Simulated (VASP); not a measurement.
# Cs (Fm-3m) in VASP: elastic constants with PBEsol

Aim: the elastic constants of Cs with PBEsol.

All numbers are computed with VASP 6.6.1; they aren't measurements. Logs are shortened: lines on timing, memory, paths and dates and some standing lists are left out, and cuts for length are marked.

## Step 1: The cell of the first run

It takes space group Fm-3m (No. 225, cubic). The conventional cell has a = 7.897 Å, b = 7.897 Å, c = 7.897 Å, α = 90.00°, β = 90.00°, γ = 90.00°.

This isn't the form of Cs at room conditions, which is bcc.

## Step 2: Elastic constants, PBEsol

File INCAR:

```
SYSTEM = Cs
PREC = Accurate ; ENCUT = 600
EDIFF = 1E-8 ; ISMEAR = -1
SIGMA = 0.05 ; LREAL = .FALSE.
LASPH = .TRUE. ; NELM = 80
ALGO = Fast ; ISIF = 3
LWAVE = .FALSE. ; LCHARG = .FALSE.
GGA = PS ; NBANDS = 10
IBRION = 6 ; NFREE = 2
POTIM = 0.015 ; NSW = 1
```

File KPOINTS:

```
regular mesh
0
G
  6 6 6
  0 0 0
```

File POSCAR:

```
Cs
1.0
    0.0000000000      3.9483357400      3.9483357400
    3.9483357400      0.0000000000      3.9483357400
    3.9483357400      3.9483357400      0.0000000000
Cs
1
Direct
    0.0000000000      0.0000000000      0.0000000000
```

Potentials or basis: VASP PAW PBE potentials, release 64 (Cs_sv).

Launch:

```
> cat potpaw_PBE.64/Cs_sv/POTCAR > POTCAR
> mpirun -np 1 vasp_std > vasp.out
```

OUTCAR:

```text
SYSTEM = Cs
   PREC = Accurate
   ENCUT = 600
   EDIFF = 1E-8
   ISMEAR = -1
   LREAL = .FALSE.
   LASPH = .TRUE.
   NELM = 80
   ISIF = 3
   GGA = PS
   IBRION = 6
   NFREE = 2
   POTIM = 0.015
   NSW = 1

 ion  position               nearest neighbor table
   1  0.000  0.000  0.000-

  LATTYP: Found a face centered cubic cell.
 ALAT       =     7.8966714800

  Lattice vectors:

 A1 = (   0.0000000000,   3.9483357400,   3.9483357400)
 A2 = (   3.9483357400,   0.0000000000,   3.9483357400)
 A3 = (   3.9483357400,   3.9483357400,   0.0000000000)

Analysis of symmetry for initial positions (statically):
=====================================================================
 Subroutine PRICEL returns:
 Original cell was already a primitive cell.

 Routine SETGRP: Setting up the symmetry group for a
 face centered cubic supercell.

 Subroutine GETGRP returns: Found 48 space group operations
 (whereof 48 operations were pure point group operations)
 out of a pool of 48 trial point group operations.

The static configuration has the point symmetry O_h .

Analysis of symmetry for dynamics (positions and initial velocities):
=====================================================================
 Subroutine PRICEL returns:
 Original cell was already a primitive cell.

 Routine SETGRP: Setting up the symmetry group for a
 face centered cubic supercell.

 Subroutine GETGRP returns: Found 48 space group operations
 (whereof 48 operations were pure point group operations)
 out of a pool of 48 trial point group operations.

The dynamic configuration has the point symmetry O_h .

 Subroutine INISYM returns: Found 48 space group operations
 (whereof 48 operations are pure point group operations),
 and found     1 'primitive' translations

----------------------------------------------------------------------------------------

                                     Primitive cell

  volume of cell :     123.1040

[... 233 lines left out ...]

 number of electron       9.0000001 magnetization

------------------------ aborting loop because EDIFF is reached ----------------------------------------
[... 65 lines left out ...]
--------------------------------------- Ionic step       15  -------------------------------------------

 number of electron       9.0000000 magnetization

 Free energy of the ion-electron system (eV)
  ---------------------------------------------------
  ext. energy  EPLUGINS =         0.00000000
  ---------------------------------------------------
  free energy    TOTEN  =        -0.92928212 eV

  energy without entropy =       -0.91531632  energy(sigma->0) =       -0.92229922

 E-fermi :   0.1890     XC(G=0):  -5.3023

 val. band max:        0.1452253145   @ k =   0.5000   0.3333   0.1667
 cond. band min:       0.2011995595   @ k =   0.5000   0.0000   0.0000
 fundamental gap:      0.0559742450
 Fermi energy:         0.1890445903

 k-point     1 :       0.0000    0.0000    0.0000
  band No.  band energies     occupation
      1     -23.6705      2.00000
      2     -10.4002      2.00000
      3     -10.4002      2.00000
      4     -10.4002      2.00000
      5      -1.3988      2.00000
      6       2.6337      0.00000
      7       2.6337      0.00000
      8       2.6337      0.00000
      9       3.6638      0.00000
     10       3.6638      0.00000
[... 221 lines left out ...]
  FREE ENERGIE OF THE ION-ELECTRON SYSTEM (eV)
  ---------------------------------------------------
  free  energy   TOTEN  =        -0.9292821150 eV

  energy  without entropy=       -0.9153163191  energy(sigma->0) =       -0.92229922

 INTERNAL STRAIN TENSORS FROM STRAINED CELLS
 ============================================

 INTERNAL STRAIN TENSOR FOR ION    1 for displacements in x,y,z  (eV/Angst):
          X           Y           Z          XY          YZ          ZX
  --------------------------------------------------------------------------------
  x     0.00000     0.00000    -0.00000     0.00000     0.00000     0.00000
  y     0.00000     0.00000     0.00000     0.00000     0.00000     0.00000
  z     0.00000    -0.00000     0.00000     0.00000    -0.00000    -0.00000

 INTERNAL STRAIN TENSORS FROM DISPLACED ATOMS
 ============================================

 INTERNAL STRAIN TENSOR FOR ION    1 for displacements in x,y,z  (eV/Angst):
          X           Y           Z          XY          YZ          ZX
  --------------------------------------------------------------------------------
  x     0.00000     0.00000     0.00000     0.00000     0.00000     0.00000
  y     0.00000     0.00000     0.00000     0.00000     0.00000     0.00000
  z     0.00000     0.00000     0.00000     0.00000     0.00000     0.00000

 Eigenvectors and eigenvalues of the dynamical matrix
 ----------------------------------------------------

   1 f/i=    0.000000 THz     0.000000 2PiTHz    0.000000 cm-1     0.000000 meV
             X         Y         Z           dx          dy          dz
      0.000000  0.000000  0.000000     0.707107    0.707107    0.000000

   2 f/i=    0.000000 THz     0.000000 2PiTHz    0.000000 cm-1     0.000000 meV
             X         Y         Z           dx          dy          dz
      0.000000  0.000000  0.000000     0.707107   -0.707107    0.000000

   3 f/i=    0.000000 THz     0.000000 2PiTHz    0.000000 cm-1     0.000000 meV
             X         Y         Z           dx          dy          dz
      0.000000  0.000000  0.000000     0.000000    0.000000    1.000000

--------------------------------------------------------------------------------------------------------

 ELASTIC MODULI CONTR FROM IONIC RELAXATION (kBar)
 Direction    XX          YY          ZZ          XY          YZ          ZX
 --------------------------------------------------------------------------------
 XX           0.0000      0.0000      0.0000      0.0000      0.0000      0.0000
 YY           0.0000      0.0000      0.0000      0.0000      0.0000      0.0000
 ZZ           0.0000      0.0000      0.0000      0.0000      0.0000      0.0000
 XY           0.0000      0.0000      0.0000      0.0000      0.0000      0.0000
 YZ           0.0000      0.0000      0.0000      0.0000      0.0000      0.0000
 ZX           0.0000      0.0000      0.0000      0.0000      0.0000      0.0000
 --------------------------------------------------------------------------------

 TOTAL ELASTIC MODULI (kBar)
 Direction    XX          YY          ZZ          XY          YZ          ZX
 --------------------------------------------------------------------------------
 XX          17.0489     15.5854     15.5854     -0.0000      0.0000     -0.0000
 YY          15.5854     17.0489     15.5854     -0.0000     -0.0000     -0.0000
 ZZ          15.5854     15.5854     17.0489     -0.0000      0.0000     -0.0000
 XY          -0.0000     -0.0000     -0.0000      8.4982      0.0000     -0.0000
 YZ           0.0000     -0.0000      0.0000      0.0000      8.4982      0.0000
 ZX          -0.0000     -0.0000     -0.0000     -0.0000      0.0000      8.4982
 --------------------------------------------------------------------------------
```

Wall time 12 min (1 thread of Intel Xeon Platinum 8488C (Sapphire Rapids), shared host); peak memory 0.44 GiB.

Results:

```
Elastic constants C11, C12, C44 : 2, 2, 1 GPa
Voigt bulk modulus              : 2 GPa
```

Elastic tensor in Voigt notation (GPa, in the Cartesian axes of the cell as first typed):
```
2 2 2 0 0 0
2 2 2 0 0 0
2 2 2 0 0 0
0 0 0 1 0 0
0 0 0 0 1 0
0 0 0 0 0 1
```

Clamped-ion elastic tensor (GPa):
```
2 2 2 0 0 0
2 2 2 0 0 0
2 2 2 0 0 0
0 0 0 1 0 0
0 0 0 0 1 0
0 0 0 0 0 1
```

Caveat: the PAW data sets were made with another functional, which shifts forces and pressure a little; spin-orbit coupling is left out, which moves the levels of the heavy elements.
